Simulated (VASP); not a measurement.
Wanted: the native input for a VASP 6.6.1 run.

```yaml
Task: single point
Functional: PBE
Potentials_or_basis: VASP PAW PBE potentials, release 64 (Sn_d, Se)
Cutoff: 520 eV
k_mesh: 7 × 7 × 7
Occupations: fermi-dirac, width 0.05 eV
Spin: no spin polarisation
Dipole_correction: no
Further_INCAR_settings: ALGO = Normal; EDIFF = 1e-07; NBANDS = 17
```

The structure of SnSe lies in POSCAR:

```
SnSe
1.0
    0.0000000000      3.4132965485      3.4132965485
    3.4132965485      0.0000000000      3.4132965485
    3.4132965485      3.4132965485      0.0000000000
Sn Se
1 1
Direct
    0.0000000000      0.0000000000      0.0000000000
    0.7500000000      0.7500000000      0.7500000000
```

The input as run:

INCAR

```
PREC = Accurate
ENCUT = 520
EDIFF = 1E-7
ISMEAR = -1
SIGMA = 0.05
LREAL = F
LASPH = T
NELM = 100
ALGO = Normal
ISIF = 2
LWAVE = F
LCHARG = T
GGA = PE
LELF = T
LVHAR = T
NBANDS = 17
```

KPOINTS

```
regular mesh
0
Gamma
  7 7 7
```

Potentials or basis: VASP PAW PBE potentials, release 64 (Sn_d, Se).

Command:

```console
$ cat potpaw_PBE.64/Sn_d/POTCAR potpaw_PBE.64/Se/POTCAR > POTCAR
$ mpirun -np 1 vasp_std > vasp.out
```

Results of the run:

```
Pressure               : -0.6 GPa
Band gap on the k mesh : 0.35 eV, indirect (least direct gap 0.77 eV)
```

Caveat: spin-orbit coupling is left out, which moves the levels of the heavy elements.

Run time: 27 s on 1 thread of AMD EPYC 7R43 64-Core Processor (Zen 3) (shared host), peak memory 0.17 GiB.
